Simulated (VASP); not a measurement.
# MgCd2Se3 (P6_3mc) in VASP: further runs

Runs on MgCd2Se3. Level: PBE. Tasks: single point.

Everything below comes from runs of VASP 6.6.1. Logs are shortened: lines on timing, memory, paths and dates and some standing lists are left out, and cuts for length are marked.

### Step 1. The cell of the first run

Symmetry: P6_3mc, No. 186, hexagonal system. The conventional cell has a = 4.342 Å, b = 4.342 Å, c = 21.169 Å, α = 90.00°, β = 90.00°, γ = 120.00°. Within 3.4 Å of Mg (site symmetry 3m) lie 4 Se at 2.61 to 2.62 Å. Cd (site symmetry 3m) has 4 Se at 2.67 to 2.68 Å within 3.5 Å. Within 3.5 Å of Cd (site symmetry 3m) lie 4 Se at 2.67 to 2.68 Å. Within 3.5 Å of Se (site symmetry 3m) lie 4 Cd at 2.67 to 2.68 Å. Within 3.4 Å of Se (site symmetry 3m) lie 1 Mg at 2.61 Å and 3 Cd at 2.67 Å. Se (site symmetry 3m) has 3 Mg at 2.62 Å and 1 Cd at 2.68 Å within 3.5 Å.

### Step 2. Single point, PBE

INCAR

```
PREC = Accurate ; ENCUT = 520
EDIFF = 1E-7 ; ISMEAR = 0
SIGMA = 0.1 ; LREAL = False
LASPH = True ; NELM = 100
ALGO = Normal ; ISIF = 2
LWAVE = False ; LCHARG = False
GGA = PE ; NBANDS = 56
```

KPOINTS

```
regular mesh
0
Gamma
  6 6 1
```

POSCAR

```
MgCd2Se3
1.0
    4.3424622000      0.0000000000      0.0000000000
   -2.1712311000      3.7606826000      0.0000000000
    0.0000000000      0.0000000000     21.1685868000
Mg Cd Se
2 4 6
Direct
    0.6666667000      0.3333333000      0.3318170000
    0.3333333000      0.6666667000      0.8318170000
    0.6666667000      0.3333333000      0.9984630000
    0.6666667000      0.3333333000      0.6688710000
    0.3333333000      0.6666667000      0.1688710000
    0.3333333000      0.6666667000      0.4984630000
    0.6666667000      0.3333333000      0.1252810000
    0.6666667000      0.3333333000      0.4548870000
    0.6666667000      0.3333333000      0.7956810000
    0.3333333000      0.6666667000      0.2956810000
    0.3333333000      0.6666667000      0.6252810000
    0.3333333000      0.6666667000      0.9548870000
```

Potentials or basis: VASP PAW PBE potentials, release 64 (Mg, Cd, Se).

The run is started by

```console
$ cat potpaw_PBE.64/Mg/POTCAR potpaw_PBE.64/Cd/POTCAR potpaw_PBE.64/Se/POTCAR > POTCAR
$ mpirun -np 1 vasp_std > vasp.out
```

OUTCAR:

```text
PREC = Accurate
   ENCUT = 520
   EDIFF = 1E-7
   ISMEAR = 0
   LREAL = False
   LASPH = True
   NELM = 100
   ISIF = 2
   GGA = PE

 ion  position               nearest neighbor table
   1  0.667  0.333  0.332-   8 2.61  10 2.62  10 2.62  10 2.62
   2  0.333  0.667  0.832-  12 2.61   9 2.62   9 2.62   9 2.62
   3  0.667  0.333  0.998-  12 2.67  12 2.67  12 2.67   7 2.68
   4  0.667  0.333  0.669-  11 2.67  11 2.67  11 2.67   9 2.68
   5  0.333  0.667  0.169-   7 2.67   7 2.67   7 2.67  10 2.68
   6  0.333  0.667  0.498-   8 2.67   8 2.67   8 2.67  11 2.68
   7  0.667  0.333  0.125-   5 2.67   5 2.67   5 2.67   3 2.68
   8  0.667  0.333  0.455-   1 2.61   6 2.67   6 2.67   6 2.67
   9  0.667  0.333  0.796-   2 2.62   2 2.62   2 2.62   4 2.68
  10  0.333  0.667  0.296-   1 2.62   1 2.62   1 2.62   5 2.68
  11  0.333  0.667  0.625-   4 2.67   4 2.67   4 2.67   6 2.68
  12  0.333  0.667  0.955-   2 2.61   3 2.67   3 2.67   3 2.67

  LATTYP: Found a hexagonal cell.
 ALAT       =     4.3424622000
 C/A-ratio  =     4.8747889619

  Lattice vectors:

 A1 = (   4.3424622000,   0.0000000000,   0.0000000000)
 A2 = (  -2.1712311000,   3.7606826000,   0.0000000000)
 A3 = (   0.0000000000,   0.0000000000,  21.1685868000)

Analysis of symmetry for initial positions (statically):
=====================================================================
 Subroutine PRICEL returns:
 Original cell was already a primitive cell.

 Routine SETGRP: Setting up the symmetry group for a
 hexagonal supercell.

 Subroutine GETGRP returns: Found 12 space group operations
 (whereof  6 operations were pure point group operations)
 out of a pool of 24 trial point group operations.

The static configuration has the point symmetry C_3v.
 The point group associated with its full space group is C_6v.

Analysis of symmetry for dynamics (positions and initial velocities):
=====================================================================
 Subroutine PRICEL returns:
 Original cell was already a primitive cell.

 Routine SETGRP: Setting up the symmetry group for a
 hexagonal supercell.

 Subroutine GETGRP returns: Found 12 space group operations
 (whereof  6 operations were pure point group operations)
 out of a pool of 24 trial point group operations.

The dynamic configuration has the point symmetry C_3v.
 The point group associated with its full space group is C_6v.

 Subroutine INISYM returns: Found 12 space group operations
 (whereof  6 operations are pure point group operations),
 and found     1 'primitive' translations

----------------------------------------------------------------------------------------

                                     Primitive cell

  volume of cell :     345.6962

  direct lattice vectors                    reciprocal lattice vectors
     4.342462200  0.000000000  0.000000000     0.230284100  0.132954586  0.000000000
    -2.171231100  3.760682600  0.000000000     0.000000000  0.265909173  0.000000000
     0.000000000  0.000000000 21.168586800     0.000000000  0.000000000  0.047239809

  length of vectors
     4.342462200  4.342462217 21.168586800     0.265909174  0.265909173  0.047239809

  position of ions in fractional coordinates (direct lattice)
     0.666666700  0.333333300  0.331817000
     0.333333300  0.666666700  0.831817000
     0.666666700  0.333333300  0.998463000
     0.666666700  0.333333300  0.668871000
     0.333333300  0.666666700  0.168871000
     0.333333300  0.666666700  0.498463000
     0.666666700  0.333333300  0.125281000
     0.666666700  0.333333300  0.454887000
     0.666666700  0.333333300  0.795681000
     0.333333300  0.666666700  0.295681000
     0.333333300  0.666666700  0.625281000
     0.333333300  0.666666700  0.954887000

  ion indices of the primitive-cell ions
   primitive index   ion index
                 1           1
                 2           2
                 3           3
                 4           4
                 5           5
                 6           6
                 7           7
                 8           8
                 9           9
                10          10
                11          11
                12          12

----------------------------------------------------------------------------------------

 KPOINTS: regular mesh

Automatic generation of k-mesh.
 Grid dimensions read from file:
 generate k-points for:    6    6    1

 Generating k-lattice:

  Cartesian coordinates                     Fractional coordinates (reciprocal lattice)
     0.038380683  0.022159098  0.000000000     0.166666667  0.000000000  0.000000000
     0.000000000  0.044318195  0.000000000     0.000000000  0.166666667  0.000000000
     0.000000000  0.000000000  0.047239809     0.000000000  0.000000000  1.000000000

  Length of vectors
     0.044318196  0.044318195  0.047239809

  Shift w.r.t. Gamma in fractional coordinates (k-lattice)
     0.000000000  0.000000000  0.000000000

 Subroutine IBZKPT returns following result:
 ===========================================

 Found      7 irreducible k-points:

 Following reciprocal coordinates:
            Coordinates               Weight
  0.000000  0.000000  0.000000      1.000000
  0.166667  0.000000  0.000000      6.000000
  0.333333  0.000000  0.000000      6.000000
  0.500000  0.000000  0.000000      3.000000
  0.166667  0.166667  0.000000      6.000000
  0.333333  0.166667  0.000000     12.000000
  0.333333  0.333333  0.000000      2.000000
   k-points           NKPTS =      7   k-points in BZ     NKDIM =      7   number of bands    NBANDS=     56
   number of dos      NEDOS =    301   number of ions     NIONS =     12
   total plane-waves  NPLWV = 163840
   dimension x,y,z NGX =    32 NGY =   32 NGZ =  160
   dimension x,y,z NGXF=    64 NGYF=   64 NGZF=  320
   ions per type =               2   4   6
   NGX,Y,Z   is equivalent  to a cutoff of  12.25, 12.25, 12.57 a.u.
   NGXF,Y,Z  is equivalent  to a cutoff of  24.50, 24.50, 25.13 a.u.
 SYSTEM =  unknown system
   PREC   = accura    normal or accurate (medium, high low for compatibility)
   ISTART =      0    job   : 0-new  1-cont  2-samecut
   ICHARG =      2    charge: 1-file 2-atom 10-const
   ISPIN  =      1    spin polarized calculation?
   LNONCOLLINEAR =      F non collinear calculations
   LSORBIT =      F    spin-orbit coupling
   LASPH  =      T    aspherical Exc in radial PAW
   ENCUT  =  520.0 eV  38.22 Ry    6.18 a.u.   8.07  8.07 39.36*2*pi/ulx,y,z
   NELM   =    100;   NELMIN=  2; NELMDL= -5     # of ELM steps
   EDIFF  = 0.1E-06   stopping-criterion for ELM
   LREAL  =      F    real-space projection
   EDIFFG = 0.1E-05   stopping-criterion for IOM
   NSW    =      0    number of steps for IOM
   IBRION =     -1    ionic relax: 0-MD 1-quasi-New 2-CG
   NFREE  =      0    steps in history (QN), initial steepest desc. (CG)
   ISIF   =      2    stress and relaxation
   ISYM   =      2    0-nonsym 1-usesym 2-fastsym
   POTIM  = 0.5000    time-step for ionic-motion
   TEBEG  =    0.0;   TEEND  =   0.0 temperature during run
   PSTRESS=    0.0 pullay stress
   NELECT =      88.0000    total number of electrons
   NUPDOWN=      -1.0000    fix difference up-down
   EMIN   =  10.00;   EMAX   =-10.00  energy-range for DOS
   EFERMI =   0.00;   METHOD = LEGACY
   ISMEAR =     0;   SIGMA  =   0.10  broadening in eV -4-tet -1-fermi 0-gaus
   EFERMI_NEDOS =   21; number of points for ismear=-14 and -15
   IALGO  =     38    algorithm
   IMIX   =      4    mixing-type and parameters
     AMIX     =   0.40;   BMIX     =  1.00
     AMIX_MAG =   1.60;   BMIX_MAG =  1.00
  volume/ion in A,a.u.               =      28.81       194.41
  Fermi-wavevector in a.u.,A,eV,Ry     =   1.037538  1.960663 14.646481  1.076486
  Thomas-Fermi vector in A             =   2.171981
   LORBIT       =      0    0 simple, 1 ext, 2 COOP (PROOUT), +10 PAW based schemes
   GGA     = PE    functional components
   LHFCALC =     F    Hartree Fock is set to
   AEXX    =    0.0000 exact exchange contribution
   IVDW    =     0    specifies the selected vdW correction
   LEPSILON=     F    determine dielectric tensor
   LRPA    =     F    only Hartree local field effects (RPA)
 non-spin polarized calculation
 Gauss-broadening in eV      SIGMA  =   0.10
  energy-cutoff  :      520.00
  volume of cell :      345.70
 maximum number of plane-waves:      9342
   NGX = 17   NGY = 17   NGZ = 79

 number of electron      87.9999991 magnetization

 Free energy of the ion-electron system (eV)
  ---------------------------------------------------
  ext. energy  EPLUGINS =         0.00000000
  ---------------------------------------------------
  free energy    TOTEN  =       -36.98186583 eV

  energy without entropy =      -36.98186583  energy(sigma->0) =      -36.98186583

 E-fermi :   1.1374     XC(G=0):  -8.4592

 val. band max:        0.6562466544   @ k =   0.0000   0.0000   0.0000
 cond. band min:       1.6635097418   @ k =   0.0000   0.0000   0.0000
 fundamental gap:      1.0072630874
 Fermi energy:         1.1373620094

 k-point     1 :       0.0000    0.0000    0.0000
  band No.  band energies     occupation
      1     -11.5401      2.00000
      2     -11.4762      2.00000
      3     -11.4139      2.00000
      4     -11.3077      2.00000
      5     -11.1386      2.00000
      6     -11.0969      2.00000
[... 48 lines left out ...]
     55       6.7163      0.00000
     56       6.7163      0.00000

 k-point     2 :       0.1667    0.0000    0.0000
  band No.  band energies     occupation
      1     -11.4620      2.00000
      2     -11.4110      2.00000
      3     -11.3398      2.00000
      4     -11.2569      2.00000
      5     -11.0859      2.00000
      6     -11.0547      2.00000
[... 288 lines left out ...]
  band No.  band energies     occupation
      1     -11.1727      2.00000
      2     -11.1727      2.00000
      3     -11.0682      2.00000
      4     -11.0682      2.00000
      5     -10.9067      2.00000
      6     -10.9067      2.00000
[... 48 lines left out ...]
     55       6.9435      0.00000
     56       6.9435      0.00000

------------------------ aborting loop because EDIFF is reached ----------------------------------------

  FORCE on cell =-STRESS in cart. coord.  units (eV):
  Direction    XX          YY          ZZ          XY          YZ          ZX
  --------------------------------------------------------------------------------------
  -------------------------------------------------------------------------------------
  Total        0.3385040      0.3385040      0.3865850      0.0000000      0.0000000      0.0000000
  in kB        1.5688440      1.5688440      1.7916824      0.0000000      0.0000000      0.0000000
  external PRESSURE =       1.6431235 kB  Pullay stress =       0.0000000 kB

 VOLUME and BASIS-vectors are now :
 -----------------------------------------------------------------------------
  energy-cutoff  :      520.00
  volume of cell :      345.70
      direct lattice vectors                 reciprocal lattice vectors
     4.342462200  0.000000000  0.000000000     0.230284100  0.132954586  0.000000000
    -2.171231100  3.760682600  0.000000000     0.000000000  0.265909173  0.000000000
     0.000000000  0.000000000 21.168586800     0.000000000  0.000000000  0.047239809

 POSITION                                       TOTAL-FORCE (eV/Angst)
 -----------------------------------------------------------------------------------
      2.17123      1.25356      7.02410         0.000000     -0.000000      0.002583
     -0.00000      2.50712     17.60839         0.000000      0.000000      0.002583
      2.17123      1.25356     21.13605        -0.000000     -0.000000      0.000594
      2.17123      1.25356     14.15905         0.000000     -0.000000      0.001089
     -0.00000      2.50712      3.57476        -0.000000     -0.000000      0.001089
     -0.00000      2.50712     10.55176        -0.000000     -0.000000      0.000594
      2.17123      1.25356      2.65202         0.000000     -0.000000     -0.000043
      2.17123      1.25356      9.62931        -0.000000      0.000000     -0.031736
      2.17123      1.25356     16.84344        -0.000000      0.000000      0.027513
     -0.00000      2.50712      6.25915         0.000000     -0.000000      0.027513
     -0.00000      2.50712     13.23632        -0.000000     -0.000000     -0.000043
     -0.00000      2.50712     20.21361         0.000000     -0.000000     -0.031736
 -----------------------------------------------------------------------------------
    total drift:                               -0.000341      0.000197     -0.002978

  FREE ENERGIE OF THE ION-ELECTRON SYSTEM (eV)
  ---------------------------------------------------
  free  energy   TOTEN  =       -36.9818658297 eV

  energy  without entropy=      -36.9818658297  energy(sigma->0) =      -36.98186583
```

It took 2.2 min on 1 thread of AMD EPYC 9R45 (Zen 5), shared host; peak memory 0.41 GiB.

What came out:

```
Free energy            : -36.9819 eV
Pressure               : 0.2 GPa
Largest force          : 0.032 eV/Å
Band gap on the k mesh : 1.01 eV
```

Forces on the atoms (eV/Å):
```
Mg   0.000  0.000  0.003
Mg   0.000  0.000  0.003
Cd   0.000  0.000  0.001
Cd   0.000  0.000  0.001
Cd   0.000  0.000  0.001
Cd   0.000  0.000  0.001
Se   0.000  0.000  0.000
Se   0.000  0.000 -0.032
Se   0.000  0.000  0.028
Se   0.000  0.000  0.028
Se   0.000  0.000  0.000
Se   0.000  0.000 -0.032
```

Levels at points of the mesh, in eV from the valence-band top:
```csv
k point,band 40,band 41,band 42,band 43,band 44,band 45,band 46,band 47,band 48,band 49
"(0.00, 0.00, 0.00)",-0.14,-0.06,-0.06,0.00,0.00,1.01,2.07,2.25,2.51,3.00
"(0.50, 0.00, 0.00)",-1.11,-1.04,-0.90,-0.85,-0.67,2.68,3.10,3.26,3.40,3.65
```

### Step 3. Single point, PBE

INCAR

```
SYSTEM = MgCd2Se3
ALGO     = Normal         ! electronic algorithm
EDIFF    = 1E-6           ! SCF threshold, eV
ENCUT    = 520            ! plane-wave cutoff, eV
GGA      = PE             ! functional
ISIF     = 2              ! what is computed and relaxed
ISMEAR   = 0              ! smearing method
LASPH    = .TRUE.         ! aspherical terms in the spheres
LCHARG   = .TRUE.         ! write CHGCAR
LELF     = .TRUE.         ! ELF
LREAL    = .FALSE.        ! projectors in reciprocal space
LVHAR    = .TRUE.       
LWAVE    = .FALSE.        ! write WAVECAR
NBANDS   = 56             ! bands
NELM     = 60             ! most SCF steps
PREC     = Accurate       ! precision mode
SIGMA    = 0.1            ! smearing width, eV
```

KPOINTS

```
k-points
0
G
  6 6 1
  0 0 0
```

POSCAR

```
MgCd2Se3
1.0
    4.3424622114      0.0000000000      0.0000000000
   -2.1712311057      3.7606825901      0.0000000000
    0.0000000000      0.0000000000     21.1685868000
Mg Cd Se
2 4 6
Direct
    0.6666666667      0.3333333333      0.3318170000
    0.3333333333      0.6666666667      0.8318170000
    0.6666666667      0.3333333333      0.9984630000
    0.6666666667      0.3333333333      0.6688710000
    0.3333333333      0.6666666667      0.1688710000
    0.3333333333      0.6666666667      0.4984630000
    0.6666666667      0.3333333333      0.1252810000
    0.6666666667      0.3333333333      0.4548870000
    0.6666666667      0.3333333333      0.7956810000
    0.3333333333      0.6666666667      0.2956810000
    0.3333333333      0.6666666667      0.6252810000
    0.3333333333      0.6666666667      0.9548870000
```

Potentials or basis: VASP PAW PBE potentials, release 64 (Mg, Cd, Se).

The run is started by

```console
$ cat potpaw_PBE.64/Mg/POTCAR potpaw_PBE.64/Cd/POTCAR potpaw_PBE.64/Se/POTCAR > POTCAR
$ mpirun -np 1 vasp_std > vasp.out
```

Run time: 1.9 min. Hardware: 1 thread of AMD EPYC 9R45 (Zen 5), shared host; peak memory 0.41 GiB.

The run converged. Its results:

```
Free energy            : -36.9819 eV
Pressure               : 0.2 GPa
Largest force          : 0.032 eV/Å
Band gap on the k mesh : 1.01 eV
```

Forces on the atoms (eV/Å):
```
Mg   0.000  0.000  0.003
Mg   0.000  0.000  0.003
Cd   0.000  0.000  0.001
Cd   0.000  0.000  0.001
Cd   0.000  0.000  0.001
Cd   0.000  0.000  0.001
Se   0.000  0.000  0.000
Se   0.000  0.000 -0.032
Se   0.000  0.000  0.027
Se   0.000  0.000  0.027
Se   0.000  0.000  0.000
Se   0.000  0.000 -0.032
```

Levels at points of the mesh, in eV from the valence-band top:
| k point | band 40 | band 41 | band 42 | band 43 | band 44 | band 45 | band 46 | band 47 | band 48 | band 49 |
| --- | --- | --- | --- | --- | --- | --- | --- | --- | --- | --- |
| (0.00, 0.00, 0.00) | -0.14 | -0.06 | -0.06 | 0.00 | 0.00 | 1.01 | 2.07 | 2.25 | 2.51 | 3.00 |
| (0.50, 0.00, 0.00) | -1.11 | -1.04 | -0.90 | -0.85 | -0.67 | 2.68 | 3.10 | 3.26 | 3.40 | 3.65 |

[end of part 1 of 2]
